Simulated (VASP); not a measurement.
# Au (P6_3/mmc) in VASP: relaxation of shape and atoms at fixed volume with PBE

Aim: the relaxation of shape and atoms at fixed volume of Au with PBE.

All numbers are computed with VASP 6.6.1; they aren't measurements. Logs are shortened: lines on timing, memory, paths and dates and some standing lists are left out, and cuts for length are marked.

### 1 The cell of the first run

It takes space group P6_3/mmc (No. 194, hexagonal). Conventional cell: a = 2.896 Å, b = 2.896 Å, c = 4.859 Å, α = 90.00°, β = 90.00°, γ = 120.00°. Au (site symmetry -6m2) has 12 Au at 2.90 to 2.95 Å within 3.8 Å.

### 2 Relaxation of shape and atoms at fixed volume, PBE (volume scaled by 0.98)

INCAR reads:

```
SYSTEM = Au
PREC = Accurate ; ENCUT = 600
EDIFF = 1E-7 ; ISMEAR = -1
SIGMA = 0.15 ; LREAL = .False.
LASPH = .True. ; NELM = 60
ALGO = Fast ; ISIF = 4
LWAVE = .False. ; LCHARG = .False.
GGA = PE ; IBRION = 2
NSW = 80 ; EDIFFG = -0.001
```

KPOINTS reads:

```
Automatic mesh
0
Gamma
  18 18 10
  0 0 0
```

POSCAR reads:

```
Au
1.0
    2.8962995568      0.0000000000      0.0000000000
   -1.4481497784      2.5082689932      0.0000000000
    0.0000000000      0.0000000000      4.8585651645
Au
2
Direct
    0.3333333333      0.6666666667      0.7500000000
    0.6666666667      0.3333333333      0.2500000000
```

Potentials or basis: VASP PAW PBE potentials, release 64 (Au).

Launch:

```
> cat potpaw_PBE.64/Au/POTCAR > POTCAR
> mpirun -np 1 vasp_std > vasp.out
```

OUTCAR:

```text
SYSTEM = Au
   PREC = Accurate
   ENCUT = 600
   EDIFF = 1E-7
   ISMEAR = -1
   LREAL = .False.
   LASPH = .True.
   NELM = 60
   ISIF = 4
   GGA = PE
   IBRION = 2
   NSW = 80
   EDIFFG = -0.001

 ion  position               nearest neighbor table
   1  0.333  0.667  0.750-   2 2.95   2 2.95   2 2.95   2 2.95   2 2.95   2 2.95
   2  0.667  0.333  0.250-   1 2.95   1 2.95   1 2.95   1 2.95   1 2.95   1 2.95

  LATTYP: Found a hexagonal cell.
 ALAT       =     2.8962995568
 C/A-ratio  =     1.6775078231

  Lattice vectors:

 A1 = (   2.8962995568,   0.0000000000,   0.0000000000)
 A2 = (  -1.4481497784,   2.5082689932,   0.0000000000)
 A3 = (   0.0000000000,   0.0000000000,   4.8585651645)

Analysis of symmetry for initial positions (statically):
=====================================================================
 Subroutine PRICEL returns:
 Original cell was already a primitive cell.

 Routine SETGRP: Setting up the symmetry group for a
 hexagonal supercell.

 Subroutine GETGRP returns: Found 24 space group operations
 (whereof 12 operations were pure point group operations)
 out of a pool of 24 trial point group operations.

The static configuration has the point symmetry D_3d.
 The point group associated with its full space group is D_6h.

Analysis of symmetry for dynamics (positions and initial velocities):
=====================================================================
 Subroutine PRICEL returns:
 Original cell was already a primitive cell.

 Routine SETGRP: Setting up the symmetry group for a
 hexagonal supercell.

 Subroutine GETGRP returns: Found 24 space group operations
 (whereof 12 operations were pure point group operations)
 out of a pool of 24 trial point group operations.

The dynamic configuration has the point symmetry D_3d.
 The point group associated with its full space group is D_6h.

 Subroutine INISYM returns: Found 24 space group operations
 (whereof 12 operations are pure point group operations),
 and found     1 'primitive' translations

----------------------------------------------------------------------------------------

                                     Primitive cell

  volume of cell :      35.2960

  direct lattice vectors                    reciprocal lattice vectors
     2.896299557  0.000000000  0.000000000     0.345268154  0.199340661  0.000000000
    -1.448149778  2.508268993  0.000000000     0.000000000  0.398681323  0.000000000
     0.000000000  0.000000000  4.858565164     0.000000000  0.000000000  0.205822082

  length of vectors
     2.896299557  2.896299557  4.858565164     0.398681323  0.398681323  0.205822082

  position of ions in fractional coordinates (direct lattice)
     0.333333333  0.666666667  0.750000000
     0.666666667  0.333333333  0.250000000

  ion indices of the primitive-cell ions
   primitive index   ion index
                 1           1
                 2           2

----------------------------------------------------------------------------------------

 KPOINTS: Automatic mesh

Automatic generation of k-mesh.
 Grid dimensions read from file:
 generate k-points for:   18   18   10

 Generating k-lattice:

  Cartesian coordinates                     Fractional coordinates (reciprocal lattice)
     0.019181564  0.011074481  0.000000000     0.055555556  0.000000000  0.000000000
     0.000000000  0.022148962  0.000000000     0.000000000  0.055555556  0.000000000
     0.000000000  0.000000000  0.020582208     0.000000000  0.000000000  0.100000000

  Length of vectors
     0.022148962  0.022148962  0.020582208

  Shift w.r.t. Gamma in fractional coordinates (k-lattice)
     0.000000000  0.000000000  0.000000000

 Subroutine IBZKPT returns following result:
 ===========================================

 Found    222 irreducible k-points:

 Following reciprocal coordinates:
            Coordinates               Weight
  0.000000  0.000000  0.000000      1.000000
  0.055556 -0.000000  0.000000      6.000000
  0.111111 -0.000000  0.000000      6.000000
  0.166667 -0.000000  0.000000      6.000000
  0.222222 -0.000000  0.000000      6.000000
  0.277778  0.000000  0.000000      6.000000
[... 16 lines left out ...]
  0.333333  0.111111  0.000000     12.000000
  0.388889  0.111111  0.000000     12.000000
 [... further k-points ...]
   k-points           NKPTS =    222   k-points in BZ     NKDIM =    222   number of bands    NBANDS=     15
   number of dos      NEDOS =    301   number of ions     NIONS =      2
   total plane-waves  NPLWV =  23040
   dimension x,y,z NGX =    24 NGY =   24 NGZ =   40
   dimension x,y,z NGXF=    48 NGYF=   48 NGZF=   80
   ions per type =               2
   NGX,Y,Z   is equivalent  to a cutoff of  13.78, 13.78, 13.69 a.u.
   NGXF,Y,Z  is equivalent  to a cutoff of  27.55, 27.55, 27.37 a.u.
 SYSTEM =  Au
   PREC   = accura    normal or accurate (medium, high low for compatibility)
   ISTART =      0    job   : 0-new  1-cont  2-samecut
   ICHARG =      2    charge: 1-file 2-atom 10-const
   ISPIN  =      1    spin polarized calculation?
   LNONCOLLINEAR =      F non collinear calculations
   LSORBIT =      F    spin-orbit coupling
   LASPH  =      T    aspherical Exc in radial PAW
   ENCUT  =  600.0 eV  44.10 Ry    6.64 a.u.   5.78  5.78  9.70*2*pi/ulx,y,z
   NELM   =     60;   NELMIN=  2; NELMDL= -5     # of ELM steps
   EDIFF  = 0.1E-06   stopping-criterion for ELM
   LREAL  =      F    real-space projection
   EDIFFG = -.1E-02   stopping-criterion for IOM
   NSW    =     80    number of steps for IOM
   IBRION =      2    ionic relax: 0-MD 1-quasi-New 2-CG
   NFREE  =      1    steps in history (QN), initial steepest desc. (CG)
   ISIF   =      4    stress and relaxation
   ISYM   =      2    0-nonsym 1-usesym 2-fastsym
   POTIM  = 0.5000    time-step for ionic-motion
   TEBEG  =    0.0;   TEEND  =   0.0 temperature during run
   PSTRESS=    0.0 pullay stress
   NELECT =      22.0000    total number of electrons
   NUPDOWN=      -1.0000    fix difference up-down
   EMIN   =  10.00;   EMAX   =-10.00  energy-range for DOS
   EFERMI =   0.00;   METHOD = LEGACY
   ISMEAR =    -1;   SIGMA  =   0.15  broadening in eV -4-tet -1-fermi 0-gaus
   EFERMI_NEDOS =   21; number of points for ismear=-14 and -15
   IALGO  =     68    algorithm
   IMIX   =      4    mixing-type and parameters
     AMIX     =   0.40;   BMIX     =  1.00
     AMIX_MAG =   1.60;   BMIX_MAG =  1.00
  volume/ion in A,a.u.               =      17.65       119.09
  Fermi-wavevector in a.u.,A,eV,Ry     =   1.398429  2.642648 26.607615  1.955605
  Thomas-Fermi vector in A             =   2.521588
   LORBIT       =      0    0 simple, 1 ext, 2 COOP (PROOUT), +10 PAW based schemes
   GGA     = PE    functional components
   LHFCALC =     F    Hartree Fock is set to
   AEXX    =    0.0000 exact exchange contribution
   IVDW    =     0    specifies the selected vdW correction
   LEPSILON=     F    determine dielectric tensor
   LRPA    =     F    only Hartree local field effects (RPA)
 conjugate gradient relaxation of ions
 non-spin polarized calculation
 RMM-DIIS sequential band-by-band and
  energy-cutoff  :      600.00
  volume of cell :       35.30
 maximum number of plane-waves:      1196
 NGX is ok and might be reduce to    24
   NGX = 11   NGY = 11   NGZ = 19

--------------------------------------- Ionic step        1  -------------------------------------------

 number of electron      22.0000002 magnetization

 Free energy of the ion-electron system (eV)
  ---------------------------------------------------
  ext. energy  EPLUGINS =         0.00000000
  ---------------------------------------------------
  free energy    TOTEN  =        -6.44457535 eV

  energy without entropy =       -6.39724504  energy(sigma->0) =       -6.42091020

------------------------ aborting loop because EDIFF is reached ----------------------------------------

  FORCE on cell =-STRESS in cart. coord.  units (eV):
  Direction    XX          YY          ZZ          XY          YZ          ZX
  --------------------------------------------------------------------------------------
  -------------------------------------------------------------------------------------
  Total        0.6198080      0.6198080      0.5813147      0.0000000      0.0000000      0.0000000
  in kB       28.1346916     28.1346916     26.3873798      0.0000000      0.0000000      0.0000000
  external PRESSURE =      27.5522544 kB  Pullay stress =       0.0000000 kB
[... 129 lines left out ...]
  energy  without entropy=       -6.3972636729  energy(sigma->0) =       -6.42092996

--------------------------------------- Ionic step        5  -------------------------------------------

 number of electron      22.0000002 magnetization

 Free energy of the ion-electron system (eV)
  ---------------------------------------------------
  ext. energy  EPLUGINS =         0.00000000
  ---------------------------------------------------
  free energy    TOTEN  =        -6.44460315 eV

  energy without entropy =       -6.39726946  energy(sigma->0) =       -6.42093630

 E-fermi :   8.8794     XC(G=0): -12.5079

 val. band max:        8.8682567148   @ k =   0.1667   0.1667   0.3000
 cond. band min:       8.8929224486   @ k =   0.2222   0.1111   0.3000
 fundamental gap:      0.0246657338
 Fermi energy:         8.8794168366

 k-point     1 :       0.0000    0.0000    0.0000
  band No.  band energies     occupation
      1      -0.5908      2.00000
      2       1.8232      2.00000
      3       4.2400      2.00000
      4       4.4901      2.00000
      5       4.4901      2.00000
      6       4.7864      2.00000
      7       4.7864      2.00000
      8       5.4251      2.00000
      9       5.4251      2.00000
     10       6.7272      2.00000
     11       6.7272      2.00000
     12       7.9401      1.99619
     13      11.4460      0.00000
     14      23.4834      0.00000
     15      24.6401      0.00000
[... 397 lines left out ...]
 k-point    24 :       0.3889    0.1111    0.0000
  band No.  band energies     occupation
      1       2.5618      2.00000
      2       2.6169      2.00000
      3       2.9319      2.00000
      4       4.4102      2.00000
      5       4.7015      2.00000
      6       4.8129      2.00000
      7       4.9803      2.00000
      8       6.6934      2.00000
      9       6.8417      2.00000
     10       6.9639      1.99999
     11       8.7787      1.32352
     12      11.6775      0.00000
     13      14.0881      0.00000
     14      16.1389      0.00000
     15      16.6416      0.00000

 [... further k-points ...]

------------------------ aborting loop because EDIFF is reached ----------------------------------------

  FORCE on cell =-STRESS in cart. coord.  units (eV):
  Direction    XX          YY          ZZ          XY          YZ          ZX
  --------------------------------------------------------------------------------------
  -------------------------------------------------------------------------------------
  Total        0.6113713      0.6113713      0.6104398      0.0000000     -0.0000000      0.0000000
  in kB       27.7517248     27.7517248     27.7094416      0.0000000     -0.0000000      0.0000000
  external PRESSURE =      27.7376304 kB  Pullay stress =       0.0000000 kB
[... 17 lines left out ...]
  FREE ENERGIE OF THE ION-ELECTRON SYSTEM (eV)
  ---------------------------------------------------
  free  energy   TOTEN  =        -6.4446031487 eV

  energy  without entropy=       -6.3972694607  energy(sigma->0) =       -6.42093630

 reached required accuracy - stopping structural energy minimisation
```

Run time: 2.5 min. Hardware: 1 thread of Intel Xeon 6975P-C (Granite Rapids), shared host; peak memory 0.26 GiB.

What came out:

```yaml
Free_energy: -6.4446 eV
Energy_gained_by_relaxing: 0.0 meV/atom
Ionic_steps: 5
Pressure_after_relaxing: 2.8 GPa
Band_gap_on_the_k_mesh: zero (band 11 reaches 13.02 eV, above the bottom of band 12 at 6.29 eV)
```

Final structure:
```xyz
2
Lattice="2.8983 0.0000 0.0000 -1.4492 2.5100 0.0000 0.0000 0.0000 4.8517" Properties=species:S:1:pos:R:3 pbc="T T T"
Au    0.0000    1.6734    3.6388
Au    1.4492    0.8367    1.2129
```

Levels at points of the mesh, in eV from the Fermi level:
```tsv
k point	band 8	band 9	band 10	band 11	band 12	band 13	band 14	band 15
(0.00, 0.00, 0.00)	-3.45	-3.45	-2.15	-2.15	-0.94	2.57	14.60	15.76
(0.50, 0.00, 0.00)	-1.93	-1.86	-1.69	0.37	1.50	5.71	7.15	7.21
(0.00, 0.00, 0.50)	-4.43	-2.59	-2.59	-2.59	-2.59	10.49	10.49	14.88
(0.50, 0.00, 0.50)	-2.35	-1.76	-1.76	0.54	0.54	3.80	3.80	13.14
```

Caveat: spin-orbit coupling is left out, which moves the levels of the heavy elements.
